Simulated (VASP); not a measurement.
# Mg2ZnO3 (P-3m1) in VASP: a series of runs

Mg2ZnO3 is run at these levels: PBEsol+D4+U; tasks: single point.

Everything below comes from runs of VASP 6.6.1. Logs are shortened: lines on timing, memory, paths and dates and some standing lists are left out, and cuts for length are marked.

### Step 1. The cell of the first run

It takes space group P-3m1 (No. 164, trigonal). The conventional cell has a = 3.033 Å, b = 3.033 Å, c = 7.403 Å, α = 90.00°, β = 90.00°, γ = 120.00°. Within 2.8 Å of Mg (site symmetry 3m) lie 6 O at 2.12 to 2.14 Å. Within 2.9 Å of Zn (site symmetry -3m) lie 6 O at 2.17 Å. O (site symmetry 3m) has 3 Mg at 2.12 Å and 3 Zn at 2.17 Å within 2.8 Å. Within 2.8 Å of O (site symmetry -3m) lie 6 Mg at 2.14 Å.

### Step 2. Single point, PBEsol+D4+U

INCAR reads:

```
SYSTEM = Mg2ZnO3
ALGO     = Normal         ! electronic algorithm
EDIFF    = 1E-6           ! SCF threshold, eV
ENCUT    = 520            ! plane-wave cutoff, eV
GGA      = PS             ! functional
ISIF     = 2              ! what is computed and relaxed
ISMEAR   = 0              ! smearing method
IVDW     = 13             ! dispersion correction
LASPH    = .True.         ! aspherical terms in the spheres
LCHARG   = .False.        ! write CHGCAR
LDAU     = .True.         ! DFT+U
LDAUJ    = 0 0 0        
LDAUL    = -1 2 -1        ! shell
LDAUPRINT= 1            
LDAUTYPE = 2            
LDAUU    = 0 2 0          ! U, eV
LREAL    = .False.        ! projectors in reciprocal space
LWAVE    = .False.        ! write WAVECAR
NBANDS   = 26             ! bands
NELM     = 150            ! most SCF steps
PREC     = Accurate       ! precision mode
SIGMA    = 0.01           ! smearing width, eV
```

KPOINTS reads:

```
k-points
0
Gamma
  7 7 3
  0 0 0
```

POSCAR reads:

```
Mg2ZnO3
1.0
    3.0329985900      0.0000000000      0.0000000000
   -1.5164993000      2.6266538300      0.0000000000
    0.0000000000      0.0000000000      7.4033160000
Mg Zn O
2 1 3
Direct
    0.3333333291      0.6666666692      0.6657999996
    0.6666666709      0.3333333308      0.3342000004
    0.0000000000      0.0000000000      0.0000000000
    0.3333333291      0.6666666692      0.1726189994
    0.6666666709      0.3333333308      0.8273810006
    0.0000000000      0.0000000000      0.5000000000
```

Potentials or basis: VASP PAW PBE potentials, release 64 (Mg, Zn, O).

Command:

```console
$ cat potpaw_PBE.64/Mg/POTCAR potpaw_PBE.64/Zn/POTCAR potpaw_PBE.64/O/POTCAR > POTCAR
$ mpirun -np 1 vasp_std > vasp.out
```

OUTCAR:

```text
SYSTEM = Mg2ZnO3
   EDIFF = 1E-6
   ENCUT = 520
   GGA = PS
   ISIF = 2
   ISMEAR = 0
   IVDW = 13
   LASPH = .True.
   LREAL = .False.
   NELM = 150
   PREC = Accurate

 ion  position               nearest neighbor table
   1  0.333  0.667  0.666-   5 2.12   5 2.12   5 2.12   6 2.14   6 2.14   6 2.14   2 3.02   2 3.02
                             2 3.02   3 3.03   3 3.03   3 3.03
   2  0.667  0.333  0.334-   4 2.12   4 2.12   4 2.12   6 2.14   6 2.14   6 2.14   1 3.02   1 3.02
                             1 3.02   3 3.03   3 3.03   3 3.03
   3  0.000  0.000  0.000-   4 2.17   5 2.17   4 2.17   5 2.17   5 2.17   4 2.17   1 3.03   2 3.03
                             1 3.03   2 3.03   1 3.03   2 3.03
   4  0.333  0.667  0.173-   2 2.12   2 2.12   2 2.12   3 2.17   3 2.17   3 2.17
   5  0.667  0.333  0.827-   1 2.12   1 2.12   1 2.12   3 2.17   3 2.17   3 2.17
   6  0.000  0.000  0.500-   1 2.14   2 2.14   1 2.14   2 2.14   2 2.14   1 2.14

  LATTYP: Found a hexagonal cell.
 ALAT       =     3.0329985900
 C/A-ratio  =     2.4409229943

  Lattice vectors:

 A1 = (   3.0329985900,   0.0000000000,   0.0000000000)
 A2 = (  -1.5164993000,   2.6266538300,   0.0000000000)
 A3 = (   0.0000000000,   0.0000000000,   7.4033160000)

Analysis of symmetry for initial positions (statically):
=====================================================================
 Subroutine PRICEL returns:
 Original cell was already a primitive cell.

 Routine SETGRP: Setting up the symmetry group for a
 hexagonal supercell.

 Subroutine GETGRP returns: Found 12 space group operations
 (whereof 12 operations were pure point group operations)
 out of a pool of 24 trial point group operations.

The static configuration has the point symmetry D_3d.

Analysis of symmetry for dynamics (positions and initial velocities):
=====================================================================
 Subroutine PRICEL returns:
 Original cell was already a primitive cell.

 Routine SETGRP: Setting up the symmetry group for a
 hexagonal supercell.

 Subroutine GETGRP returns: Found 12 space group operations
 (whereof 12 operations were pure point group operations)
 out of a pool of 24 trial point group operations.

The dynamic configuration has the point symmetry D_3d.

 Subroutine INISYM returns: Found 12 space group operations
 (whereof 12 operations are pure point group operations),
 and found     1 'primitive' translations

----------------------------------------------------------------------------------------

                                     Primitive cell

  volume of cell :      58.9795

  direct lattice vectors                    reciprocal lattice vectors
     3.032998590  0.000000000  0.000000000     0.329706714  0.190356261  0.000000000
    -1.516499300  2.626653830  0.000000000     0.000000000  0.380712520  0.000000000
     0.000000000  0.000000000  7.403316000     0.000000000  0.000000000  0.135074607

  length of vectors
     3.032998590  3.032998594  7.403316000     0.380712521  0.380712520  0.135074607

  position of ions in fractional coordinates (direct lattice)
     0.333333329  0.666666669  0.665800000
     0.666666671  0.333333331  0.334200000
     0.000000000  0.000000000  0.000000000
     0.333333329  0.666666669  0.172618999
     0.666666671  0.333333331  0.827381001
     0.000000000  0.000000000  0.500000000

  ion indices of the primitive-cell ions
   primitive index   ion index
                 1           1
                 2           2
                 3           3
                 4           4
                 5           5
                 6           6

----------------------------------------------------------------------------------------

 KPOINTS: k-points

Automatic generation of k-mesh.
 Grid dimensions read from file:
 generate k-points for:    7    7    3

[... 55 lines left out ...]
   LASPH  =      T    aspherical Exc in radial PAW
   ENCUT  =  520.0 eV  38.22 Ry    6.18 a.u.   5.64  5.64 13.77*2*pi/ulx,y,z
   NELM   =    150;   NELMIN=  2; NELMDL= -5     # of ELM steps
   EDIFF  = 0.1E-05   stopping-criterion for ELM
   LREAL  =      F    real-space projection
   EDIFFG = 0.1E-04   stopping-criterion for IOM
   NSW    =      0    number of steps for IOM
   IBRION =     -1    ionic relax: 0-MD 1-quasi-New 2-CG
   NFREE  =      0    steps in history (QN), initial steepest desc. (CG)
   ISIF   =      2    stress and relaxation
   ISYM   =      2    0-nonsym 1-usesym 2-fastsym
   POTIM  = 0.5000    time-step for ionic-motion
   TEBEG  =    0.0;   TEEND  =   0.0 temperature during run
   PSTRESS=    0.0 pullay stress
   NELECT =      34.0000    total number of electrons
   NUPDOWN=      -1.0000    fix difference up-down
   EMIN   =  10.00;   EMAX   =-10.00  energy-range for DOS
   EFERMI =   0.00;   METHOD = LEGACY
   ISMEAR =     0;   SIGMA  =   0.01  broadening in eV -4-tet -1-fermi 0-gaus
   EFERMI_NEDOS =   21; number of points for ismear=-14 and -15
   IALGO  =     38    algorithm
   IMIX   =      4    mixing-type and parameters
     AMIX     =   0.40;   BMIX     =  1.00
     AMIX_MAG =   1.60;   BMIX_MAG =  1.00
  volume/ion in A,a.u.               =       9.83        66.34
  Fermi-wavevector in a.u.,A,eV,Ry     =   1.362492  2.574737 25.257651  1.856385
  Thomas-Fermi vector in A             =   2.488977
   LORBIT       =      0    0 simple, 1 ext, 2 COOP (PROOUT), +10 PAW based schemes
 LDA+U is selected, type is set to LDAUTYPE =  2
   angular momentum for each species LDAUL =    -1    2   -1
   U (eV)           for each species LDAUU =   0.0  2.0  0.0
   J (eV)           for each species LDAUJ =   0.0  0.0  0.0
   GGA     = PS    functional components
   LHFCALC =     F    Hartree Fock is set to
   AEXX    =    0.0000 exact exchange contribution
   IVDW    =    13    specifies the selected vdW correction
   LEPSILON=     F    determine dielectric tensor
   LRPA    =     F    only Hartree local field effects (RPA)
 non-spin polarized calculation
 Gauss-broadening in eV      SIGMA  =   0.01
  energy-cutoff  :      520.00
  volume of cell :       58.98
 maximum number of plane-waves:      1606
 NGX is ok and might be reduce to    24
   NGX = 11   NGY = 11   NGZ = 27

atom =   3  type =  2  l = 2

 onsite density matrix

spin component  1

  0.9934 -0.0000  0.0000 -0.0142 -0.0000
 -0.0000  1.0045 -0.0000 -0.0000 -0.0142
  0.0000 -0.0000  0.9839 -0.0000  0.0000
 -0.0142 -0.0000 -0.0000  1.0045  0.0000
 -0.0000 -0.0142  0.0000  0.0000  0.9934

spin component  2

  0.9934 -0.0000  0.0000 -0.0142 -0.0000
 -0.0000  1.0045 -0.0000 -0.0000 -0.0142
  0.0000 -0.0000  0.9839 -0.0000  0.0000
 -0.0142 -0.0000 -0.0000  1.0045  0.0000
 -0.0000 -0.0142  0.0000  0.0000  0.9934

 occupancies and eigenvectors

  o =  0.9837  v = -0.6596 -0.3391  0.0000 -0.4487 -0.4986  0.0000  0.0000  0.0000  0.0000  0.0000      0.0000  0.0000  0.0000  0.0000  0.0000  0.0000  0.0000  0.0000  0.0000  0.0000
  o =  0.9837  v =  0.0000  0.0000  0.0000  0.0000  0.0000 -0.6596 -0.3391  0.0000 -0.4487 -0.4986      0.0000  0.0000  0.0000  0.0000  0.0000  0.0000  0.0000  0.0000  0.0000  0.0000
  o =  0.9837  v = -0.4986  0.4487  0.0000 -0.3391  0.6596  0.0000  0.0000  0.0000  0.0000  0.0000      0.0000  0.0000  0.0000  0.0000  0.0000  0.0000  0.0000  0.0000  0.0000  0.0000
  o =  0.9837  v =  0.0000  0.0000  0.0000  0.0000  0.0000 -0.4986  0.4487  0.0000 -0.3391  0.6596      0.0000  0.0000  0.0000  0.0000  0.0000  0.0000  0.0000  0.0000  0.0000  0.0000
  o =  0.9839  v =  0.0000  0.0000  1.0000  0.0000  0.0000  0.0000  0.0000  0.0000  0.0000  0.0000      0.0000  0.0000  0.0000  0.0000  0.0000  0.0000  0.0000  0.0000  0.0000  0.0000
  o =  0.9839  v =  0.0000  0.0000  0.0000  0.0000  0.0000  0.0000  0.0000  1.0000  0.0000  0.0000      0.0000  0.0000  0.0000  0.0000  0.0000  0.0000  0.0000  0.0000  0.0000  0.0000
  o =  1.0142  v =  0.0000  0.0000  0.0000  0.0000  0.0000 -0.4487  0.4986 -0.0000  0.6596 -0.3391      0.0000  0.0000  0.0000  0.0000  0.0000  0.0000  0.0000  0.0000  0.0000  0.0000
  o =  1.0142  v = -0.4487  0.4986 -0.0000  0.6596 -0.3391  0.0000  0.0000  0.0000  0.0000  0.0000      0.0000  0.0000  0.0000  0.0000  0.0000  0.0000  0.0000  0.0000  0.0000  0.0000
  o =  1.0142  v =  0.0000  0.0000  0.0000  0.0000  0.0000  0.3391  0.6596  0.0000 -0.4986 -0.4487      0.0000  0.0000  0.0000  0.0000  0.0000  0.0000  0.0000  0.0000  0.0000  0.0000
  o =  1.0142  v =  0.3391  0.6596  0.0000 -0.4986 -0.4487  0.0000  0.0000  0.0000  0.0000  0.0000      0.0000  0.0000  0.0000  0.0000  0.0000  0.0000  0.0000  0.0000  0.0000  0.0000

 number of electron      34.0000020 magnetization

 Free energy of the ion-electron system (eV)
  ---------------------------------------------------
  ext. energy  EPLUGINS =         0.00000000
  ---------------------------------------------------
  free energy    TOTEN  =       -34.43013909 eV

  energy without entropy =      -34.43013909  energy(sigma->0) =      -34.43013909

 E-fermi :   2.6253     XC(G=0): -11.5515

 val. band max:        2.5273278730   @ k =   0.0000   0.0000   0.3333
 cond. band min:       5.4584045851   @ k =   0.0000   0.0000   0.0000
 fundamental gap:      2.9310767121
 Fermi energy:         2.6252776093

 k-point     1 :       0.0000    0.0000    0.0000
  band No.  band energies     occupation
      1     -14.8534      2.00000
      2     -14.0293      2.00000
      3     -13.8137      2.00000
      4      -3.2783      2.00000
      5      -2.8095      2.00000
      6      -2.8095      2.00000
[... 569 lines left out ...]
     25      14.4617      0.00000
     26      14.9038      0.00000

------------------------ aborting loop because EDIFF is reached ----------------------------------------

  DFT-D4 for vdW energy calculation

  Edisp (eV):   -0.66245

  FORCE on cell =-STRESS in cart. coord.  units (eV):
  Direction    XX          YY          ZZ          XY          YZ          ZX
  --------------------------------------------------------------------------------------
  -------------------------------------------------------------------------------------
  Total      -3.27297    -3.27297    -3.29898     0.00000    -0.00000     0.00000
  in kB     -88.91009   -88.91009   -89.61671     0.00000    -0.00000     0.00000
  external pressure =      -89.15 kB  Pullay stress =        0.00 kB

 VOLUME and BASIS-vectors are now :
 -----------------------------------------------------------------------------
  energy-cutoff  :      520.00
  volume of cell :       58.98
      direct lattice vectors                 reciprocal lattice vectors
     3.032998590  0.000000000  0.000000000     0.329706714  0.190356261  0.000000000
    -1.516499300  2.626653830  0.000000000     0.000000000  0.380712520  0.000000000
     0.000000000  0.000000000  7.403316000     0.000000000  0.000000000  0.135074607

 POSITION                                       TOTAL-FORCE (eV/Angst)
 -----------------------------------------------------------------------------------
     -0.00000      1.75110      4.92913         0.000000      0.000000      0.025032
      1.51650      0.87555      2.47419         0.000000      0.000000     -0.025032
      0.00000      0.00000      0.00000         0.000000      0.000000      0.000000
     -0.00000      1.75110      1.27795        -0.000000      0.000000     -0.240361
      1.51650      0.87555      6.12536        -0.000000     -0.000000      0.240361
      0.00000      0.00000      3.70166         0.000000      0.000000      0.000000
 -----------------------------------------------------------------------------------
    total drift:                                0.000000      0.000000      0.000000

  FREE ENERGIE OF THE ION-ELECTRON SYSTEM (eV)
  ---------------------------------------------------
  free  energy   TOTEN  =       -35.0925938539 eV

  energy  without entropy=      -35.0925938539  energy(sigma->0) =      -35.09259385
```

Wall time 34 s (1 thread of Intel Xeon Platinum 8488C (Sapphire Rapids), shared host); peak memory 0.19 GiB.

Results:

```
Free energy                : -35.0926 eV
Pressure                   : -8.9 GPa
Largest force              : 0.240 eV/Å
Band gap on the k mesh     : 2.93 eV, indirect (least direct gap 3.02 eV)
Dispersion energy per atom : -0.110 eV
```

Forces in eV/Å, atoms in the order of the input:
```
Mg   0.000  0.000  0.025
Mg   0.000  0.000 -0.025
Zn   0.000  0.000  0.000
O    0.000  0.000 -0.240
O    0.000  0.000  0.240
O    0.000  0.000  0.000
```

Eigenvalues of the final occupation matrices:
```
    site  spin  trace               eigenvalues
site 3 d     1   4.98  0.98 0.98 0.98 1.01 1.01
site 3 d     2   4.98  0.98 0.98 0.98 1.01 1.01
```

Caveat: the PAW data sets were made with another functional, which shifts forces and pressure a little. A k mesh can miss the band edges.

### Step 3. Single point, PBEsol+D4+U

INCAR reads:

```
SYSTEM = Mg2ZnO3
PREC = Accurate
ENCUT = 520
EDIFF = 1E-6
ISMEAR = 0
SIGMA = 0.01
LREAL = .False.
LASPH = .True.
NELM = 150
ALGO = Normal
ISIF = 2
LWAVE = .False.
LCHARG = .False.
LDAU = .True.
LDAUTYPE = 2
LDAUL = -1 2 -1
LDAUU = 0 4 0
LDAUJ = 0 0 0
LDAUPRINT = 1
GGA = PS
IVDW = 13
NBANDS = 26
```

KPOINTS reads:

```
regular mesh
0
Gamma
  7 7 3
  0 0 0
```

POSCAR is that of step 2.

Potentials or basis: VASP PAW PBE potentials, release 64 (Mg, Zn, O).

Command:

```console
$ cat potpaw_PBE.64/Mg/POTCAR potpaw_PBE.64/Zn/POTCAR potpaw_PBE.64/O/POTCAR > POTCAR
$ mpirun -np 1 vasp_std > vasp.out
```

It took 27 s on 1 thread of Intel Xeon Platinum 8488C (Sapphire Rapids), shared host; peak memory 0.19 GiB.

It converged, with:

| Quantity | Value |
| --- | --- |
| Free energy | -35.0723 eV |
| Pressure | -10.2 GPa |
| Largest force | 0.404 eV/Å |
| Band gap on the k mesh | 3.04 eV, indirect (least direct gap 3.14 eV) |
| Dispersion energy per atom | -0.110 eV |

Forces on the atoms (eV/Å):
```
Mg   0.000  0.000  0.038
Mg   0.000  0.000 -0.038
Zn   0.000  0.000  0.000
O    0.000  0.000 -0.404
O    0.000  0.000  0.404
O    0.000  0.000  0.000
```

Stress tensor (GPa, compression positive):
```
-10.20   0.00   0.00
  0.00 -10.20   0.00
  0.00   0.00 -10.28
```

Levels at points of the mesh, in eV from the valence-band top:
| k point | band 13 | band 14 | band 15 | band 16 | band 17 | band 18 | band 19 | band 20 | band 21 | band 22 |
| --- | --- | --- | --- | --- | --- | --- | --- | --- | --- | --- |
| (0.00, 0.00, 0.00) | -0.26 | -0.24 | -0.24 | -0.10 | -0.10 | 3.04 | 6.45 | 6.69 | 11.24 | 11.89 |

Eigenvalues of the final occupation matrices:
```csv
site,spin,trace,eigenvalues
site 3 d,1,5.00,0.99 0.99 0.99 1.02 1.02
site 3 d,2,5.00,0.99 0.99 0.99 1.02 1.02
```

Caveat: the PAW data sets were made with another functional, which shifts forces and pressure a little. A k mesh can miss the band edges.

[end of part 1 of 2]
